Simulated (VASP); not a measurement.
# Pt (P-1) in VASP: further runs

Pt is run at these levels: PBEsol; tasks: single point.

All numbers are computed with VASP 6.6.1; they aren't measurements. Logs are shortened: lines on timing, memory, paths and dates and some standing lists are left out, and cuts for length are marked.

## (1) The cell of the first run

The typed cell holds 2 atoms: a = 2.695 Å, b = 2.704 Å, c = 4.819 Å, α = 90.16°, β = 90.02°, γ = 119.83°.

## (2) Single point, PBEsol

File INCAR:

```
SYSTEM = Pt
PREC = Accurate ; ENCUT = 520
EDIFF = 1E-6 ; ISMEAR = 1
SIGMA = 0.1 ; LREAL = .False.
LASPH = .True. ; NELM = 60
ALGO = Normal ; ISIF = 2
LWAVE = .False. ; LCHARG = .True.
GGA = PS ; LELF = .True.
LVHAR = .True. ; NBANDS = 17
```

File KPOINTS:

```
regular mesh
0
Gamma
  7 7 4
  0 0 0
```

File POSCAR:

```
Pt
1.0
    2.6946602602      0.0011254028     -0.0004120231
   -1.3463594196      2.3454451141     -0.0038045714
   -0.0007228202     -0.0081189674      4.8194374877
Pt
2
Direct
    0.6585974531      0.3244751242      0.7289743367
    0.3244513709      0.7157868351      0.2301817763
```

Potentials or basis: VASP PAW PBE potentials, release 64 (Pt).

Command:

```bash
$ cat potpaw_PBE.64/Pt/POTCAR > POTCAR
$ mpirun -np 1 vasp_std > vasp.out
```

OUTCAR:

```text
SYSTEM = Pt
   PREC = Accurate
   ENCUT = 520
   EDIFF = 1E-6
   ISMEAR = 1
   LREAL = .False.
   LASPH = .True.
   NELM = 60
   ISIF = 2
   GGA = PS

 ion  position               nearest neighbor table
   1  0.659  0.324  0.729-   2 2.79   2 2.81   2 2.87   2 2.88   2 2.94   2 2.95
   2  0.324  0.716  0.230-   1 2.79   1 2.81   1 2.87   1 2.88   1 2.94   1 2.95

  LATTYP: Found a triclinic cell.
 ALAT       =     2.7063492249
 B/A-ratio  =     0.9956810089
 C/A-ratio  =     1.7807917531
 COS(alpha) =     0.0003035869
 COS(beta)  =     0.0030934305
 COS(gamma) =     0.4985614441

  Lattice vectors:

 A1 = (   1.3483008406,   2.3465705169,  -0.0042165945)
 A2 = (   2.6946602602,   0.0011254028,  -0.0004120231)
 A3 = (   0.0007228202,   0.0081189674,  -4.8194374877)

Analysis of symmetry for initial positions (statically):
=====================================================================
 Subroutine PRICEL returns:
 Original cell was already a primitive cell.

 Routine SETGRP: Setting up the symmetry group for a
 triclinic supercell.

 Subroutine GETGRP returns: Found  2 space group operations
 (whereof  1 operations were pure point group operations)
 out of a pool of  2 trial point group operations.

The static configuration has the point symmetry C_1 .
 The point group associated with its full space group is S_2 .

Analysis of symmetry for dynamics (positions and initial velocities):
=====================================================================
 Subroutine PRICEL returns:
 Original cell was already a primitive cell.

 Routine SETGRP: Setting up the symmetry group for a
 triclinic supercell.

 Subroutine GETGRP returns: Found  2 space group operations
 (whereof  1 operations were pure point group operations)
 out of a pool of  2 trial point group operations.

The dynamic configuration has the point symmetry C_1 .
 The point group associated with its full space group is S_2 .

 Subroutine INISYM returns: Found  2 space group operations
 (whereof  1 operations are pure point group operations),
 and found     1 'primitive' translations

----------------------------------------------------------------------------------------

                                     Primitive cell

  volume of cell :      30.4669

  direct lattice vectors                    reciprocal lattice vectors
[... 78 lines left out ...]
   PREC   = accura    normal or accurate (medium, high low for compatibility)
   ISTART =      0    job   : 0-new  1-cont  2-samecut
   ICHARG =      2    charge: 1-file 2-atom 10-const
   ISPIN  =      1    spin polarized calculation?
   LNONCOLLINEAR =      F non collinear calculations
   LSORBIT =      F    spin-orbit coupling
   LASPH  =      T    aspherical Exc in radial PAW
   ENCUT  =  520.0 eV  38.22 Ry    6.18 a.u.   5.01  5.03  8.96*2*pi/ulx,y,z
   NELM   =     60;   NELMIN=  2; NELMDL= -5     # of ELM steps
   EDIFF  = 0.1E-05   stopping-criterion for ELM
   LREAL  =      F    real-space projection
   EDIFFG = 0.1E-04   stopping-criterion for IOM
   NSW    =      0    number of steps for IOM
   IBRION =     -1    ionic relax: 0-MD 1-quasi-New 2-CG
   NFREE  =      0    steps in history (QN), initial steepest desc. (CG)
   ISIF   =      2    stress and relaxation
   ISYM   =      2    0-nonsym 1-usesym 2-fastsym
   POTIM  = 0.5000    time-step for ionic-motion
   TEBEG  =    0.0;   TEEND  =   0.0 temperature during run
   PSTRESS=    0.0 pullay stress
   NELECT =      20.0000    total number of electrons
   NUPDOWN=      -1.0000    fix difference up-down
   EMIN   =  10.00;   EMAX   =-10.00  energy-range for DOS
   EFERMI =   0.00;   METHOD = LEGACY
   ISMEAR =     1;   SIGMA  =   0.10  broadening in eV -4-tet -1-fermi 0-gaus
   EFERMI_NEDOS =   21; number of points for ismear=-14 and -15
   IALGO  =     38    algorithm
   IMIX   =      4    mixing-type and parameters
     AMIX     =   0.40;   BMIX     =  1.00
     AMIX_MAG =   1.60;   BMIX_MAG =  1.00
  volume/ion in A,a.u.               =      15.23       102.80
  Fermi-wavevector in a.u.,A,eV,Ry     =   1.422794  2.688691 27.542852  2.024343
  Thomas-Fermi vector in A             =   2.543460
   LORBIT       =      0    0 simple, 1 ext, 2 COOP (PROOUT), +10 PAW based schemes
   GGA     = PS    functional components
   LHFCALC =     F    Hartree Fock is set to
   AEXX    =    0.0000 exact exchange contribution
   IVDW    =     0    specifies the selected vdW correction
   LEPSILON=     F    determine dielectric tensor
   LRPA    =     F    only Hartree local field effects (RPA)
 non-spin polarized calculation
 Methfessel and Paxton  Order N= 1 SIGMA  =   0.10
  energy-cutoff  :      520.00
  volume of cell :       30.47
 maximum number of plane-waves:       836
   NGX =  9   NGY =  9   NGZ = 17

 number of electron      20.0000001 magnetization

 Free energy of the ion-electron system (eV)
  ---------------------------------------------------
  ext. energy  EPLUGINS =         0.00000000
  ---------------------------------------------------
  free energy    TOTEN  =       -13.76959799 eV

  energy without entropy =      -13.76887687  energy(sigma->0) =      -13.76935762

 E-fermi :  10.9123     XC(G=0): -13.5580

 val. band max:       10.9110543896   @ k =  -0.2857   0.2857   0.0000
 cond. band min:      10.9205923459   @ k =  -0.1429   0.4286   0.5000
 fundamental gap:      0.0095379563
 Fermi energy:        10.9123368740

 k-point     1 :       0.0000    0.0000    0.0000
  band No.  band energies     occupation
      1       0.7075      2.00000
      2       3.2784      2.00000
      3       6.4408      2.00000
      4       7.0621      2.00000
      5       7.2750      2.00000
      6       7.4996      2.00000
[... 457 lines left out ...]
      4       6.5922      2.00000
      5       7.2901      2.00000
      6       7.3808      2.00000
[... 9 lines left out ...]
     16      26.1824      0.00000
     17      26.5261      0.00000

 [... further k-points ...]
[... 5 lines left out ...]
  --------------------------------------------------------------------------------------
  -------------------------------------------------------------------------------------
  Total       -0.2183727     -0.2412996     -0.0441184      0.0313013      0.0126918     -0.0009960
  in kB      -11.4836646    -12.6893284     -2.3200728      1.6460571      0.6674305     -0.0523769
  external PRESSURE =      -8.8310219 kB  Pullay stress =       0.0000000 kB

 VOLUME and BASIS-vectors are now :
 -----------------------------------------------------------------------------
  energy-cutoff  :      520.00
  volume of cell :       30.47
      direct lattice vectors                 reciprocal lattice vectors
     2.694660260  0.001125403 -0.000412023     0.371015412  0.212975213  0.000414429
    -1.346359420  2.345445114 -0.003804571    -0.000177913  0.426257341  0.000718059
    -0.000722820 -0.008118967  4.819437488     0.000031578  0.000354705  0.207493697

 POSITION                                       TOTAL-FORCE (eV/Angst)
 -----------------------------------------------------------------------------------
      1.33731      0.75586      3.51174         0.080445     -0.015821      0.069394
     -0.08959      1.67734      1.10649        -0.080445      0.015821     -0.069394
 -----------------------------------------------------------------------------------
    total drift:                               -0.000003      0.000003     -0.000003

  FREE ENERGIE OF THE ION-ELECTRON SYSTEM (eV)
  ---------------------------------------------------
  free  energy   TOTEN  =       -13.7695979949 eV

  energy  without entropy=      -13.7688768670  energy(sigma->0) =      -13.76935762
```

stdout:

```text
POSCAR found type information on POSCAR Pt
 POSCAR found :  1 types and       2 ions
 scaLAPACK will be used
 -----------------------------------------------------------------------------
|                                                                             |
|                                                                             |
|     You enforced a specific xc type in the INCAR file but a different       |
|     I HOPE YOU KNOW WHAT YOU ARE DOING!                                     |
|                                                                             |
 -----------------------------------------------------------------------------

 LDA part: xc-table for (Slater+PW92), standard interpolation
 POSCAR, INCAR and KPOINTS ok, starting setup
 FFT: planning ... GRIDC
 FFT: planning ... GRID_SOFT
 FFT: planning ... GRID
 WAVECAR not read
 entering main loop
```

It took 15 s on 1 thread of Intel Xeon 6975P-C (Granite Rapids), shared host; peak memory 0.16 GiB.

What came out:

```yaml
Free_energy: -13.7696 eV
Pressure: -0.9 GPa
Largest_force: 0.107 eV/Å
Band_gap_on_the_k_mesh: zero (band 10 reaches 11.21 eV, above the bottom of band 11 at 10.18 eV)
```

Forces in eV/Å, atoms in the order of the input:
```
Pt   0.080 -0.016  0.069
Pt  -0.080  0.016 -0.069
```

Stress tensor (GPa, compression positive):
```
-1.15  0.16 -0.01
 0.16 -1.27  0.07
-0.01  0.07 -0.23
```

Levels at points of the mesh, in eV from the Fermi level:
```tsv
k point	band 7	band 8	band 9	band 10	band 11	band 12	band 13	band 14
(0.00, 0.00, 0.00)	-3.36	-2.00	-1.39	-1.14	-0.51	0.03	4.56	15.08
(0.00, 0.00, 0.50)	-3.68	-3.68	-0.92	-0.88	-0.73	-0.72	11.44	11.55
```

Caveat: the k points lie up to 0.38 Å⁻¹ apart; the PAW data sets were made with another functional, which shifts forces and pressure a little; spin-orbit coupling is left out, which moves the levels of the heavy elements.

(Continued in part 2 of 2.)
